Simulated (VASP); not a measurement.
# La6N (P4/mmm) in VASP: a series of runs

La6N is run at these levels: PBE; tasks: single point, relaxation of cell and atoms.

Program: VASP 6.6.1. These are calculated values, not measurements. Logs are shortened: lines on timing, memory, paths and dates and some standing lists are left out, and cuts for length are marked.

## 1. The cell of the first run

The structure is tetragonal, space group P4/mmm (No. 123). Conventional cell: a = 3.807 Å, b = 3.807 Å, c = 15.500 Å, α = 90.00°, β = 90.00°, γ = 90.00°. La (site symmetry 4mm) has 1 N at 2.39 Å within 3.2 Å. La (site symmetry 4/mmm) has 4 N at 2.69 Å and 8 La at 3.60 Å within 3.6 Å. Within 4.8 Å of La (site symmetry 4mm) lie 12 La at 3.69 to 3.92 Å. Within 4.8 Å of La (site symmetry 4/mmm) lie 12 La at 3.69 to 3.81 Å. N (site symmetry 4/mmm) has 6 La at 2.39 to 2.69 Å within 3.2 Å.

## 2. Single point, PBE

Contents of INCAR:

```
SYSTEM = La6N
ALGO     = Normal         ! electronic algorithm
EDIFF    = 1E-6           ! SCF threshold, eV
ENCUT    = 520            ! plane-wave cutoff, eV
GGA      = PE             ! functional
ISIF     = 2              ! what is computed and relaxed
ISMEAR   = 0              ! smearing method
LASPH    = .TRUE.         ! aspherical terms in the spheres
LCHARG   = .FALSE.        ! write CHGCAR
LREAL    = .FALSE.        ! projectors in reciprocal space
LWAVE    = .FALSE.        ! write WAVECAR
NBANDS   = 44             ! bands
NELM     = 100            ! most SCF steps
PREC     = Accurate       ! precision mode
SIGMA    = 0.2            ! smearing width, eV
```

Contents of KPOINTS:

```
k-points
0
G
  6 6 2
  0 0 0
```

Contents of POSCAR:

```
La6N
1.0
    3.8073131835      0.0000000000      0.0000000000
    0.0000000000      3.8073131835      0.0000000000
    0.0000000000      0.0000000000     15.4995161856
La N
6 1
Direct
    0.5000000000      0.5000000000      0.8458293521
    0.5000000000      0.5000000000      0.1541706479
    0.0000000000      0.0000000000      0.0000000000
    0.0000000000      0.0000000000      0.6624186309
    0.0000000000      0.0000000000      0.3375813691
    0.5000000000      0.5000000000      0.5000000000
    0.5000000000      0.5000000000      0.0000000000
```

Potentials or basis: VASP PAW PBE potentials, release 64 (La, N).

Launch:

```
$ cat potpaw_PBE.64/La/POTCAR potpaw_PBE.64/N/POTCAR > POTCAR
$ mpirun -np 1 vasp_std > vasp.out
```

OUTCAR:

```text
SYSTEM = La6N
   EDIFF = 1E-6
   ENCUT = 520
   GGA = PE
   ISIF = 2
   ISMEAR = 0
   LASPH = .TRUE.
   LREAL = .FALSE.
   NELM = 100
   PREC = Accurate

 ion  position               nearest neighbor table
   1  0.500  0.500  0.846-   7 2.39   3 3.60   3 3.60   3 3.60   3 3.60
   2  0.500  0.500  0.154-   7 2.39   3 3.60   3 3.60   3 3.60   3 3.60
   3  0.000  0.000  0.000-   7 2.69   7 2.69   7 2.69   7 2.69   2 3.60   2 3.60   1 3.60   2 3.60
                             1 3.60   1 3.60   2 3.60   1 3.60
   4  0.000  0.000  0.662-
   5  0.000  0.000  0.338-
   6  0.500  0.500  0.500-
   7  0.500  0.500  0.000-   1 2.39   2 2.39   3 2.69   3 2.69   3 2.69   3 2.69

  LATTYP: Found a simple tetragonal cell.
 ALAT       =     3.8073131835
 C/A-ratio  =     4.0709853481

  Lattice vectors:

 A1 = (   3.8073131835,   0.0000000000,   0.0000000000)
 A2 = (   0.0000000000,   3.8073131835,   0.0000000000)
 A3 = (   0.0000000000,   0.0000000000,  15.4995161856)

Analysis of symmetry for initial positions (statically):
=====================================================================
 Subroutine PRICEL returns:
 Original cell was already a primitive cell.

 Routine SETGRP: Setting up the symmetry group for a
 simple tetragonal supercell.

 Subroutine GETGRP returns: Found 16 space group operations
 (whereof 16 operations were pure point group operations)
 out of a pool of 16 trial point group operations.

The static configuration has the point symmetry D_4h.

Analysis of symmetry for dynamics (positions and initial velocities):
=====================================================================
 Subroutine PRICEL returns:
 Original cell was already a primitive cell.

 Routine SETGRP: Setting up the symmetry group for a
 simple tetragonal supercell.

 Subroutine GETGRP returns: Found 16 space group operations
 (whereof 16 operations were pure point group operations)
 out of a pool of 16 trial point group operations.

The dynamic configuration has the point symmetry D_4h.

 Subroutine INISYM returns: Found 16 space group operations
 (whereof 16 operations are pure point group operations),
 and found     1 'primitive' translations

----------------------------------------------------------------------------------------

                                     Primitive cell

  volume of cell :     224.6753

  direct lattice vectors                    reciprocal lattice vectors
     3.807313183  0.000000000  0.000000000     0.262652414  0.000000000  0.000000000
     0.000000000  3.807313183  0.000000000     0.000000000  0.262652414  0.000000000
     0.000000000  0.000000000 15.499516186     0.000000000  0.000000000  0.064518143

  length of vectors
     3.807313183  3.807313183 15.499516186     0.262652414  0.262652414  0.064518143

  position of ions in fractional coordinates (direct lattice)
     0.500000000  0.500000000  0.845829352
     0.500000000  0.500000000  0.154170648
     0.000000000  0.000000000  0.000000000
     0.000000000  0.000000000  0.662418631
     0.000000000  0.000000000  0.337581369
     0.500000000  0.500000000  0.500000000
     0.500000000  0.500000000  0.000000000

  ion indices of the primitive-cell ions
   primitive index   ion index
                 1           1
                 2           2
                 3           3
                 4           4
                 5           5
                 6           6
                 7           7

----------------------------------------------------------------------------------------

 KPOINTS: k-points

Automatic generation of k-mesh.
 Grid dimensions read from file:
 generate k-points for:    6    6    2

 Generating k-lattice:

  Cartesian coordinates                     Fractional coordinates (reciprocal lattice)
     0.043775402  0.000000000  0.000000000     0.166666667  0.000000000  0.000000000
     0.000000000  0.043775402  0.000000000     0.000000000  0.166666667  0.000000000
     0.000000000  0.000000000  0.032259071     0.000000000  0.000000000  0.500000000

  Length of vectors
     0.043775402  0.043775402  0.032259071

  Shift w.r.t. Gamma in fractional coordinates (k-lattice)
     0.000000000  0.000000000  0.000000000

 Subroutine IBZKPT returns following result:
 ===========================================

 Found     20 irreducible k-points:

 Following reciprocal coordinates:
            Coordinates               Weight
  0.000000  0.000000  0.000000      1.000000
  0.166667  0.000000  0.000000      4.000000
  0.333333  0.000000  0.000000      4.000000
  0.500000  0.000000  0.000000      2.000000
  0.166667  0.166667  0.000000      4.000000
  0.333333  0.166667  0.000000      8.000000
[... 12 lines left out ...]
  0.500000  0.333333  0.500000      4.000000
  0.500000  0.500000  0.500000      1.000000
   k-points           NKPTS =     20   k-points in BZ     NKDIM =     20   number of bands    NBANDS=     44
[... 40 lines left out ...]
  Thomas-Fermi vector in A             =   2.251689
   LORBIT       =      0    0 simple, 1 ext, 2 COOP (PROOUT), +10 PAW based schemes
   GGA     = PE    functional components
   LHFCALC =     F    Hartree Fock is set to
   AEXX    =    0.0000 exact exchange contribution
   IVDW    =     0    specifies the selected vdW correction
   LEPSILON=     F    determine dielectric tensor
   LRPA    =     F    only Hartree local field effects (RPA)
 non-spin polarized calculation
 Gauss-broadening in eV      SIGMA  =   0.20
  energy-cutoff  :      520.00
  volume of cell :      224.68
 maximum number of plane-waves:      6084
   NGX = 15   NGY = 15   NGZ = 57

 number of electron      71.0000020 magnetization

 Free energy of the ion-electron system (eV)
  ---------------------------------------------------
  ext. energy  EPLUGINS =         0.00000000
  ---------------------------------------------------
  free energy    TOTEN  =       -40.34869973 eV

  energy without entropy =      -40.16776103  energy(sigma->0) =      -40.25823038

 E-fermi :   7.9730     XC(G=0):  -9.6934

 val. band max:        7.9701964200   @ k =   0.1667   0.1667   0.5000
 cond. band min:       7.9802447441   @ k =   0.3333   0.3333   0.5000
 fundamental gap:      0.0100483241
 Fermi energy:         7.9730360676

 k-point     1 :       0.0000    0.0000    0.0000
  band No.  band energies     occupation
      1     -24.9092      2.00000
      2     -24.8675      2.00000
      3     -24.6072      2.00000
      4     -24.5780      2.00000
      5     -24.5057      2.00000
      6     -24.2429      2.00000
[... 36 lines left out ...]
     43       9.5425      0.00000
     44       9.5968      0.00000

 k-point     2 :       0.1667    0.0000    0.0000
  band No.  band energies     occupation
      1     -24.8857      2.00000
      2     -24.8527      2.00000
      3     -24.5868      2.00000
      4     -24.5633      2.00000
      5     -24.4925      2.00000
      6     -24.2451      2.00000
[... 36 lines left out ...]
     43       9.4796      0.00000
     44       9.5211      0.00000

 k-point     3 :       0.3333    0.0000    0.0000
  band No.  band energies     occupation
      1     -24.8359      2.00000
      2     -24.8230      2.00000
      3     -24.5750      2.00000
      4     -24.4996      2.00000
      5     -24.4658      2.00000
      6     -24.2570      2.00000
[... 36 lines left out ...]
     43       9.2325      0.00000
     44       9.3957      0.00000

 k-point     4 :       0.5000    0.0000    0.0000
  band No.  band energies     occupation
      1     -24.8091      2.00000
      2     -24.8080      2.00000
      3     -24.5733      2.00000
      4     -24.4579      2.00000
      5     -24.4523      2.00000
      6     -24.2700      2.00000
[... 694 lines left out ...]
     43       9.2366      0.00000
     44       9.5519      0.00000

 k-point    19 :       0.5000    0.3333    0.5000
  band No.  band energies     occupation
      1     -24.7690      2.00000
      2     -24.7682      2.00000
      3     -24.5323      2.00000
      4     -24.4159      2.00000
      5     -24.4108      2.00000
      6     -24.2243      2.00000
[... 36 lines left out ...]
     43       9.4846      0.00000
     44       9.6466      0.00000

 k-point    20 :       0.5000    0.5000    0.5000
  band No.  band energies     occupation
      1     -24.7555      2.00000
      2     -24.7547      2.00000
      3     -24.5184      2.00000
      4     -24.4017      2.00000
      5     -24.3968      2.00000
      6     -24.2088      2.00000
[... 36 lines left out ...]
     43       9.5604      0.00000
     44       9.7518      0.00000

------------------------ aborting loop because EDIFF is reached ----------------------------------------

  FORCE on cell =-STRESS in cart. coord.  units (eV):
  Direction    XX          YY          ZZ          XY          YZ          ZX
  --------------------------------------------------------------------------------------
  -------------------------------------------------------------------------------------
  Total        0.0030773      0.0030773      0.0146206      0.0000000      0.0000000      0.0000000
  in kB        0.0219448      0.0219448      0.1042606      0.0000000      0.0000000      0.0000000
  external PRESSURE =       0.0493834 kB  Pullay stress =       0.0000000 kB

 VOLUME and BASIS-vectors are now :
 -----------------------------------------------------------------------------
  energy-cutoff  :      520.00
  volume of cell :      224.68
      direct lattice vectors                 reciprocal lattice vectors
     3.807313183  0.000000000  0.000000000     0.262652414  0.000000000  0.000000000
     0.000000000  3.807313183  0.000000000     0.000000000  0.262652414  0.000000000
     0.000000000  0.000000000 15.499516186     0.000000000  0.000000000  0.064518143

 POSITION                                       TOTAL-FORCE (eV/Angst)
 -----------------------------------------------------------------------------------
      1.90366      1.90366     13.10995         0.000000      0.000000     -0.075517
      1.90366      1.90366      2.38957         0.000000     -0.000000      0.075517
      0.00000      0.00000      0.00000         0.000000     -0.000000      0.000000
      0.00000      0.00000     10.26717        -0.000000     -0.000000      0.051211
      0.00000      0.00000      5.23235         0.000000      0.000000     -0.051211
      1.90366      1.90366      7.74976         0.000000     -0.000000      0.000000
      1.90366      1.90366      0.00000         0.000000     -0.000000      0.000000
 -----------------------------------------------------------------------------------
    total drift:                                0.000000      0.000000      0.000000

  FREE ENERGIE OF THE ION-ELECTRON SYSTEM (eV)
  ---------------------------------------------------
  free  energy   TOTEN  =       -40.3486997251 eV

  energy  without entropy=      -40.1677610274  energy(sigma->0) =      -40.25823038
```

Run time: 14 min. Hardware: 1 thread of AMD EPYC 7R43 (Zen 3), shared host; peak memory 0.34 GiB.

What came out:

```
Free energy            : -40.3487 eV
Pressure               : 0.0 GPa
Largest force          : 0.076 eV/Å
Band gap on the k mesh : zero (an odd number of electrons rules out a gap without spin polarisation)
```

Forces on the atoms (eV/Å):
```
La   0.000  0.000 -0.076
La   0.000  0.000  0.076
La   0.000  0.000  0.000
La   0.000  0.000  0.051
La   0.000  0.000 -0.051
La   0.000  0.000  0.000
N    0.000  0.000  0.000
```

Levels at points of the mesh, in eV from the Fermi level:
| k point | band 33 | band 34 | band 35 | band 36 | band 37 | band 38 | band 39 | band 40 |
| --- | --- | --- | --- | --- | --- | --- | --- | --- |
| (0.00, 0.00, 0.00) | -1.44 | -1.12 | -1.07 | -0.79 | 0.07 | 0.48 | 1.33 | 1.42 |
| (0.50, 0.00, 0.00) | -0.34 | 0.19 | 0.32 | 0.33 | 0.49 | 0.59 | 1.01 | 1.14 |
| (0.50, 0.50, 0.00) | -1.14 | -0.95 | -0.74 | -0.42 | -0.42 | -0.06 | -0.06 | 1.46 |
| (0.00, 0.00, 0.50) | -1.37 | -1.33 | -1.28 | -0.42 | -0.40 | 0.95 | 1.03 | 1.27 |
| (0.50, 0.00, 0.50) | -0.75 | 0.24 | 0.31 | 0.55 | 0.64 | 0.76 | 1.05 | 1.07 |
| (0.50, 0.50, 0.50) | -1.00 | -0.97 | -0.93 | -0.93 | -0.60 | 0.54 | 0.54 | 0.92 |

Caveat: spin-orbit coupling is left out, which moves the levels of the heavy elements.

## 3. Relaxation of cell and atoms, PBE

This run uses another cell than the first one, of 26.85 Å³/atom.

Contents of INCAR:

```
SYSTEM = La6N
PREC = Accurate
ENCUT = 600
EDIFF = 1E-6
ISMEAR = 0
SIGMA = 0.2
LREAL = .False.
LASPH = .True.
NELM = 100
ALGO = Normal
ISIF = 3
LWAVE = .False.
LCHARG = .False.
GGA = PE
IBRION = 2
NSW = 36
EDIFFG = -0.08
```

Contents of KPOINTS:

```
regular mesh
0
Gamma
  5 5 2
  0 0 0
```

Contents of POSCAR:

```
La6N
1.0
    3.6000000000      0.0000000000      0.0000000000
    0.0000000000      3.6000000000      0.0000000000
    0.0000000000      0.0000000000     14.5000000000
La N
6 1
Direct
    0.5000000000      0.5000000000      0.8333000000
    0.5000000000      0.5000000000      0.1667000000
    0.0000000000      0.0000000000      0.0000000000
    0.0000000000      0.0000000000      0.6667000000
    0.0000000000      0.0000000000      0.3333000000
    0.5000000000      0.5000000000      0.5000000000
    0.5000000000      0.5000000000      0.0000000000
```

Potentials or basis: VASP PAW PBE potentials, release 64 (La, N).

Launch:

```
$ cat potpaw_PBE.64/La/POTCAR potpaw_PBE.64/N/POTCAR > POTCAR
$ mpirun -np 1 vasp_std > vasp.out
```

Wall time 41 min (1 thread of AMD EPYC 7R43 (Zen 3), shared host); peak memory 0.35 GiB.

It converged, with:

```
Free energy                           : -40.2601 eV
Relaxed volume                        : 32.39 Å³/atom
Relaxed cell                          : a = 3.842 Å, b = 3.842 Å, c = 15.365 Å, α = 90.00°, β = 90.00°, γ = 90.00°
Space group after relaxing (to 0.1 Å) : P4/mmm (No. 123)
Energy gained by relaxing             : 127.0 meV/atom
Ionic steps                           : 11
Pressure after relaxing               : 0.1 GPa
Largest force after relaxing          : 0.058 eV/Å
Band gap on the k mesh                : zero (an odd number of electrons rules out a gap without spin polarisation)
```

Forces in eV/Å, atoms in the order of the input:
```
La   0.000  0.000 -0.058
La   0.000  0.000  0.058
La   0.000  0.000  0.000
La   0.000  0.000 -0.018
La   0.000  0.000  0.018
La   0.000  0.000  0.000
N    0.000  0.000  0.000
```

Stress tensor (GPa, compression positive):
```
-0.02  0.00  0.00
 0.00 -0.02  0.00
 0.00  0.00  0.21
```

Step by step:
| step | energy change (eV) | largest force (eV/Å) | pressure (GPa) | volume (Å³) |
| --- | --- | --- | --- | --- |
| 1 | 0.0000 | 0.2196 | 8.15 | 187.92 |
| 2 | -0.7401 | 0.6153 | -1.27 | 227.56 |
| 3 | -0.7681 | 0.5114 | -0.02 | 220.38 |
| 4 | -0.7679 | 0.5220 | -0.16 | 221.06 |
| 5 | -0.7997 | 0.4669 | -0.13 | 221.54 |
| 6 | -0.8474 | 0.1216 | 0.14 | 222.91 |
| 7 | -0.8645 | 0.0921 | -0.02 | 224.66 |
| 8 | -0.8823 | 0.0367 | -0.33 | 228.07 |
| 9 | -0.8837 | 0.0228 | -0.42 | 229.26 |
| 10 | -0.8827 | 0.1343 | 0.59 | 224.08 |
| 11 | -0.8890 | 0.0584 | 0.05 | 226.76 |

Final structure:
```
La N
1.0
     3.84163    0.00000    0.00000
     0.00000    3.84163    0.00000
     0.00000    0.00000   15.36488
La N
6 1
Direct
  0.50000 0.50000 0.84607
  0.50000 0.50000 0.15393
  0.00000 0.00000 0.00000
  0.00000 0.00000 0.66056
  0.00000 0.00000 0.33944
  0.50000 0.50000 0.50000
  0.50000 0.50000 0.00000
```

Levels at points of the mesh, in eV from the Fermi level:
```csv
k point,band 33,band 34,band 35,band 36,band 37,band 38,band 39,band 40
"(0.00, 0.00, 0.00)",-1.44,-1.13,-1.02,-0.77,0.08,0.54,1.35,1.38
"(0.00, 0.00, 0.50)",-1.37,-1.30,-1.29,-0.41,-0.37,1.01,1.05,1.31
```

Caveat: the volume moved by over 15 % at a fixed basis, so the end points are rough; spin-orbit coupling is left out, which moves the levels of the heavy elements; the relaxation stopped at a loose force limit of 0.08 eV/Å, so its end isn't a converged minimum.

## 4. Single point, PBE

Contents of INCAR:

```
  PREC = Accurate
  ENCUT = 520
  EDIFF = 1E-6
  ISMEAR = 0
  SIGMA = 0.1
  LREAL = False
  LASPH = True
  NELM = 80
  ALGO = Normal
  ISIF = 2
  LWAVE = False
  LCHARG = False
  GGA = PE
  NBANDS = 44
```

Contents of KPOINTS:

```
Automatic mesh
0
Gamma
  8 8 2
```

Contents of POSCAR:

```
La6N
1.0
    3.8073131835      0.0000000000      0.0000000000
    0.0000000000      3.8073131835      0.0000000000
    0.0000000000      0.0000000000     15.4995161856
La N
6 1
Direct
    0.5000000000      0.5000000000      0.8458293521
    0.5000000000      0.5000000000      0.1541706479
    0.0000000000      0.0000000000      0.0000000000
    0.0000000000      0.0000000000      0.6624186309
    0.0000000000      0.0000000000      0.3375813691
    0.5000000000      0.5000000000      0.5000000000
    0.5000000000      0.5000000000      0.0000000000
```

Launch:

```
$ cat potpaw_PBE.64/La/POTCAR potpaw_PBE.64/N/POTCAR > POTCAR
$ mpirun -np 1 vasp_std > vasp.out
```

It took 8.9 min on 1 thread of AMD EPYC 7R43 (Zen 3), shared host; peak memory 0.4 GiB.

The run converged. Its results:

* Free energy: -40.2473 eV
* Pressure: 0.0 GPa
* Largest force: 0.008 eV/Å
* Band gap on the k mesh: zero (an odd number of electrons rules out a gap without spin polarisation)

Forces on the atoms (eV/Å):
```
La   0.000  0.000 -0.003
La   0.000  0.000  0.003
La   0.000  0.000  0.000
La   0.000  0.000  0.008
La   0.000  0.000 -0.008
La   0.000  0.000  0.000
N    0.000  0.000  0.000
```

Levels at points of the mesh, in eV from the Fermi level:
| k point | band 32 | band 33 | band 34 | band 35 | band 36 | band 37 | band 38 | band 39 | band 40 | band 41 |
| --- | --- | --- | --- | --- | --- | --- | --- | --- | --- | --- |
| (0.00, 0.00, 0.00) | -1.67 | -1.45 | -1.13 | -1.09 | -0.81 | 0.04 | 0.47 | 1.31 | 1.40 | 1.43 |
| (0.50, 0.00, 0.00) | -0.76 | -0.36 | 0.18 | 0.31 | 0.32 | 0.46 | 0.58 | 0.99 | 1.12 | 1.19 |
| (0.50, 0.50, 0.00) | -1.26 | -1.14 | -0.97 | -0.76 | -0.43 | -0.43 | -0.07 | -0.07 | 1.44 | 1.44 |
| (0.00, 0.00, 0.50) | -1.58 | -1.38 | -1.35 | -1.29 | -0.44 | -0.41 | 0.94 | 1.01 | 1.26 | 1.42 |
| (0.50, 0.00, 0.50) | -0.82 | -0.76 | 0.23 | 0.30 | 0.53 | 0.62 | 0.75 | 1.03 | 1.07 | 1.20 |
| (0.50, 0.50, 0.50) | -1.02 | -1.02 | -0.99 | -0.94 | -0.94 | -0.61 | 0.53 | 0.53 | 0.90 | 0.90 |

Caveat: spin-orbit coupling is left out, which moves the levels of the heavy elements.

## 5. Summary

```tsv
task	cell	k mesh	cutoff (eV)	smearing	gap on the mesh (eV)	pressure (GPa)	largest force (eV/Å)
single point	a = 3.807, b = 3.807, c = 15.500 Å, 7 atoms, atomic positions A	6 × 6 × 2	520	gaussian 0.2 eV	none	0.0	0.08
relaxation of cell and atoms	relaxed from a = 3.600, b = 3.600, c = 14.500 Å, 7 atoms, atomic positions B	5 × 5 × 2	600	gaussian 0.2 eV	none	0.1	0.06
single point	a = 3.807, b = 3.807, c = 15.500 Å, 7 atoms, atomic positions A	8 × 8 × 2	520	gaussian 0.1 eV	none	0.0	0.01
```

Alike in all rows: level PBE; potentials or basis VASP PAW PBE potentials, release 64 (La, N); no spin polarisation.

Caveats: spin-orbit coupling is left out, which moves the levels of the heavy elements; the volume moved by over 15 % at a fixed basis, so the end points are rough (at least some runs); the relaxation stopped at a loose force limit of 0.08 eV/Å, so its end isn't a converged minimum (at least some runs).

Total energies depend on the potentials used, so only differences within one code and one set of settings carry meaning.
